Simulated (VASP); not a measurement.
# Ni (Fd-3m) in VASP: notebook

Ni is run at these levels: revPBE; tasks: single point.

All numbers are computed with VASP 6.6.1; they aren't measurements. Logs are shortened: lines on timing, memory, paths and dates and some standing lists are left out, and cuts for length are marked.

## (1) The cell of the first run

The structure is cubic, space group Fd-3m (No. 227). The conventional cell has a = 5.280 Å, b = 5.280 Å, c = 5.280 Å, α = 90.00°, β = 90.00°, γ = 90.00°. Ni (site symmetry -43m) has 4 Ni at 2.29 Å within 3.0 Å.

## (2) Single point, revPBE, collinear spin, ferromagnetic start (volume scaled by 1.08)

Contents of INCAR:

```
SYSTEM = Ni
PREC = Accurate
ENCUT = 520
EDIFF = 1E-6
ISMEAR = -1
SIGMA = 0.05
LREAL = .False.
LASPH = .True.
NELM = 150
ALGO = Normal
ISIF = 2
LWAVE = .False.
LCHARG = .False.
ISPIN = 2
MAGMOM = -0.849 -0.849
LORBIT = 11
LMAXMIX = 4
GGA = RE
NBANDS = 21
```

Contents of KPOINTS:

```
Automatic mesh
0
Gamma
  12 12 12
  0 0 0
```

Contents of POSCAR:

```
Ni
1.0
    0.0000000000      2.6397620551      2.6397620551
    2.6397620551      0.0000000000      2.6397620551
    2.6397620551      2.6397620551      0.0000000000
Ni
2
Direct
    0.1250000000      0.1250000000      0.1250000000
    0.8750000000      0.8750000000      0.8750000000
```

Potentials or basis: VASP PAW PBE potentials, release 64 (Ni).

Run with:

```sh
$ cat potpaw_PBE.64/Ni/POTCAR > POTCAR
$ mpirun -np 1 vasp_std > vasp.out
```

OUTCAR:

```text
SYSTEM = Ni
   PREC = Accurate
   ENCUT = 520
   EDIFF = 1E-6
   ISMEAR = -1
   LREAL = .False.
   LASPH = .True.
   NELM = 150
   ISIF = 2
   ISPIN = 2
   LORBIT = 11
   GGA = RE

 ion  position               nearest neighbor table
   1  0.125  0.125  0.125-   2 2.29   2 2.29   2 2.29   2 2.29
   2  0.875  0.875  0.875-   1 2.29   1 2.29   1 2.29   1 2.29

  LATTYP: Found a face centered cubic cell.
 ALAT       =     5.2795241102

  Lattice vectors:

 A1 = (   0.0000000000,   2.6397620551,   2.6397620551)
 A2 = (   2.6397620551,   0.0000000000,   2.6397620551)
 A3 = (   2.6397620551,   2.6397620551,   0.0000000000)

Analysis of symmetry for initial positions (statically):
=====================================================================
 Subroutine PRICEL returns:
 Original cell was already a primitive cell.

 Routine SETGRP: Setting up the symmetry group for a
 face centered cubic supercell.

 Subroutine GETGRP returns: Found 48 space group operations
 (whereof 12 operations were pure point group operations)
 out of a pool of 48 trial point group operations.

The static configuration has the point symmetry D_3d.
 The point group associated with its full space group is O_h .

Analysis of symmetry for dynamics (positions and initial velocities):
=====================================================================
 Subroutine PRICEL returns:
 Original cell was already a primitive cell.

 Routine SETGRP: Setting up the symmetry group for a
 face centered cubic supercell.

 Subroutine GETGRP returns: Found 48 space group operations
 (whereof 12 operations were pure point group operations)
 out of a pool of 48 trial point group operations.

The dynamic configuration has the point symmetry D_3d.
 The point group associated with its full space group is O_h .

Analysis of structural, dynamic, and magnetic symmetry:
=====================================================================
 Subroutine PRICEL returns:
 Original cell was already a primitive cell.

 Routine SETGRP: Setting up the symmetry group for a
 face centered cubic supercell.

 Subroutine GETGRP returns: Found 48 space group operations
 (whereof 12 operations were pure point group operations)
 out of a pool of 48 trial point group operations.

The overall configuration has the point symmetry D_3d.
 The point group associated with its full space group is O_h .

 Subroutine INISYM returns: Found 48 space group operations
 (whereof 12 operations are pure point group operations),
 and found     1 'primitive' translations

----------------------------------------------------------------------------------------

[... 116 lines left out ...]
   LORBIT       =     11    0 simple, 1 ext, 2 COOP (PROOUT), +10 PAW based schemes
   GGA     = RE    functional components
   LHFCALC =     F    Hartree Fock is set to
   AEXX    =    0.0000 exact exchange contribution
   IVDW    =     0    specifies the selected vdW correction
   LEPSILON=     F    determine dielectric tensor
   LRPA    =     F    only Hartree local field effects (RPA)
 spin polarized calculation
  energy-cutoff  :      520.00
  volume of cell :       36.79
 maximum number of plane-waves:      1004
   NGX = 13   NGY = 13   NGZ = 13

 number of electron      19.9999994 magnetization      -1.5910828

 Free energy of the ion-electron system (eV)
  ---------------------------------------------------
  ext. energy  EPLUGINS =         0.00000000
  ---------------------------------------------------
  free energy    TOTEN  =        -7.79525390 eV

  energy without entropy =       -7.76024932  energy(sigma->0) =       -7.77775161

 E-fermi :   3.8711     XC(G=0): -10.0406

 val. band max:        3.8709085875   @ k =  -0.4167   0.3333   0.0833
 cond. band min:       3.8768724013   @ k =  -0.1667   0.0833   0.0000
 fundamental gap:      0.0059638138
 Fermi energy:         3.8710538692

 spin component 1

 k-point     1 :       0.0000    0.0000    0.0000
  band No.  band energies     occupation
      1      -2.1853      1.00000
      2       1.7621      1.00000
      3       1.7621      1.00000
      4       1.7935      1.00000
      5       1.7935      1.00000
      6       1.7935      1.00000
[... 565 lines left out ...]
     20      22.0485      0.00000
     21      22.8443      0.00000

 [... further k-points ...]

 spin component 2

 k-point     1 :       0.0000    0.0000    0.0000
  band No.  band energies     occupation
      1      -2.1489      1.00000
      2       1.0141      1.00000
      3       1.0141      1.00000
      4       1.0141      1.00000
      5       1.0290      1.00000
      6       1.0290      1.00000
[... 565 lines left out ...]
     20      22.0442      0.00000
     21      22.8224      0.00000

 [... further k-points ...]

------------------------ aborting loop because EDIFF is reached ----------------------------------------

  FORCE on cell =-STRESS in cart. coord.  units (eV):
  Direction    XX          YY          ZZ          XY          YZ          ZX
  --------------------------------------------------------------------------------------
  -------------------------------------------------------------------------------------
  Total       -1.1675987     -1.1675987     -1.1675987     -0.0000000      0.0000000     -0.0000000
  in kB      -50.8487009    -50.8487009    -50.8487009     -0.0000000      0.0000000     -0.0000000
  external PRESSURE =     -50.8487009 kB  Pullay stress =       0.0000000 kB

 VOLUME and BASIS-vectors are now :
 -----------------------------------------------------------------------------
  energy-cutoff  :      520.00
  volume of cell :       36.79
      direct lattice vectors                 reciprocal lattice vectors
     0.000000000  2.639762055  2.639762055    -0.189411011  0.189411011  0.189411011
     2.639762055  0.000000000  2.639762055     0.189411011 -0.189411011  0.189411011
     2.639762055  2.639762055  0.000000000     0.189411011  0.189411011 -0.189411011

 POSITION                                       TOTAL-FORCE (eV/Angst)
 -----------------------------------------------------------------------------------
      0.65994      0.65994      0.65994        -0.000000     -0.000000     -0.000000
      4.61958      4.61958      4.61958         0.000000      0.000000      0.000000
 -----------------------------------------------------------------------------------
    total drift:                                0.000000      0.000000     -0.000000

  FREE ENERGIE OF THE ION-ELECTRON SYSTEM (eV)
  ---------------------------------------------------
  free  energy   TOTEN  =        -7.7952538951 eV

  energy  without entropy=       -7.7602493245  energy(sigma->0) =       -7.77775161

 total charge

# of ion       s       p       d       tot
------------------------------------------
    1        0.507   0.285   8.303   9.095
    2        0.507   0.285   8.303   9.095
--------------------------------------------------
tot          1.013   0.570  16.606  18.190

 magnetization (x)

# of ion       s       p       d       tot
------------------------------------------
    1        0.014   0.019  -0.848  -0.814
    2        0.014   0.019  -0.848  -0.814
--------------------------------------------------
tot          0.029   0.039  -1.696  -1.628
```

OSZICAR:

```text
N       E                     dE             d eps       ncg     rms          rms(c)
DAV:   1     0.102083837889E+03    0.10208E+03   -0.86441E+03  6112   0.114E+03
DAV:   2    -0.361030885570E+01   -0.10569E+03   -0.97013E+02  6108   0.216E+02
DAV:   3    -0.893949927293E+01   -0.53292E+01   -0.51717E+01  7101   0.592E+01
DAV:   4    -0.900660859020E+01   -0.67109E-01   -0.67070E-01  6799   0.642E+00
DAV:   5    -0.900839960079E+01   -0.17910E-02   -0.17910E-02  7087   0.996E-01    0.110E+01
DAV:   6    -0.906388707193E+01   -0.55487E-01   -0.11028E+01  7017   0.542E+01    0.125E+01
DAV:   7    -0.779610817272E+01    0.12678E+01   -0.41548E+00  7056   0.277E+01    0.216E+00
DAV:   8    -0.780021175188E+01   -0.41036E-02   -0.35975E-02  6803   0.156E+00    0.125E+00
DAV:   9    -0.779568227869E+01    0.45295E-02   -0.48667E-03  7764   0.838E-01    0.408E-01
DAV:  10    -0.779512554959E+01    0.55673E-03   -0.12926E-03  7934   0.431E-01    0.123E-01
DAV:  11    -0.779525422625E+01   -0.12868E-03   -0.31037E-04  7838   0.178E-01    0.649E-02
DAV:  12    -0.779526173072E+01   -0.75045E-05   -0.17545E-05  6531   0.413E-02    0.319E-02
DAV:  13    -0.779525566657E+01    0.60642E-05   -0.36579E-06  7050   0.213E-02    0.109E-02
DAV:  14    -0.779525395915E+01    0.17074E-05   -0.81537E-07  3663   0.940E-03    0.163E-03
DAV:  15    -0.779525389515E+01    0.64001E-07   -0.17270E-07  3324   0.358E-03
   1 F= -.77952539E+01 E0= -.77777516E+01  d E =-.350046E-01  mag=    -1.5911
```

It took 2.3 min on 1 thread of Intel Xeon Platinum 8259CL at 2.50GHz (Skylake/Cascade Lake), shared host; peak memory 0.22 GiB.

Results:

```
Free energy                                           : -7.7953 eV
Pressure                                              : -5.1 GPa
Net moment                                            : -1.59 μB per cell
Site moments                                          : Ni -0.81 μB
Valence electrons inside the program's atomic spheres : Ni 9.10
```

Caveat: the PAW data sets were made with another functional, which shifts forces and pressure a little.

## (3) Single point, revPBE, collinear spin, ferromagnetic start (volume scaled by 1.12)

Contents of INCAR:

```
PREC     = Accurate       # precision mode
ENCUT    = 520            # plane-wave cutoff, eV
EDIFF    = 1E-6           # SCF threshold, eV
ISMEAR   = -1             # smearing method
SIGMA    = 0.05           # smearing width, eV
LREAL    = False          # projectors in reciprocal space
LASPH    = True           # aspherical terms in the spheres
NELM     = 150            # most SCF steps
ALGO     = Normal         # electronic algorithm
ISIF     = 2              # what is computed and relaxed
LWAVE    = False          # write WAVECAR
LCHARG   = False          # write CHGCAR
ISPIN    = 2              # spin polarisation
MAGMOM   = -0.849 -0.849  # initial moments
LORBIT   = 11             # projections on sites
LMAXMIX  = 4              # l up to which the mixer works
GGA      = RE             # functional
NBANDS   = 21             # bands
```

Contents of KPOINTS:

```
Automatic mesh
0
Gamma
  12 12 12
```

Contents of POSCAR:

```
Ni
1.0
    0.0000000000      2.6719574483      2.6719574483
    2.6719574483      0.0000000000      2.6719574483
    2.6719574483      2.6719574483      0.0000000000
Ni
2
Direct
    0.1250000000      0.1250000000      0.1250000000
    0.8750000000      0.8750000000      0.8750000000
```

Potentials or basis: VASP PAW PBE potentials, release 64 (Ni).

Run with:

```sh
$ cat potpaw_PBE.64/Ni/POTCAR > POTCAR
$ mpirun -np 1 vasp_std > vasp.out
```

Run time: 2.2 min. Hardware: 1 thread of Intel Xeon Platinum 8259CL at 2.50GHz (Skylake/Cascade Lake), shared host; peak memory 0.22 GiB.

It converged, with:

- Free energy: -7.7441 eV
- Pressure: -6.9 GPa
- Net moment: -1.60 μB per cell
- Site moments: Ni -0.82 μB
- Valence electrons inside the program's atomic spheres: Ni 9.06

Levels at points of the mesh, in eV from the Fermi level:
Spin up:
```tsv
k point	band 7	band 8	band 9	band 10	band 11	band 12
(0.00, 0.00, 0.00)	-0.70	-0.70	-0.70	0.07	0.07	10.53
(0.50, 0.00, 0.00)	-1.17	-0.48	-0.48	0.00	0.00	0.85
(0.50, 0.50, 0.00)	-0.92	-0.92	0.12	0.12	1.22	1.22
```
Spin down:
| k point | band 8 | band 9 | band 10 | band 11 | band 12 | band 13 | band 14 | band 15 |
| --- | --- | --- | --- | --- | --- | --- | --- | --- |
| (0.00, 0.00, 0.00) | -1.59 | -1.59 | -0.83 | -0.83 | 10.42 | 10.42 | 10.42 | 11.16 |
| (0.50, 0.00, 0.00) | -1.32 | -1.11 | -0.97 | -0.97 | 0.09 | 7.65 | 7.65 | 11.55 |
| (0.50, 0.50, 0.00) | -1.74 | -0.87 | -0.87 | 0.73 | 0.73 | 4.18 | 4.18 | 8.38 |

Caveat: the PAW data sets were made with another functional, which shifts forces and pressure a little.
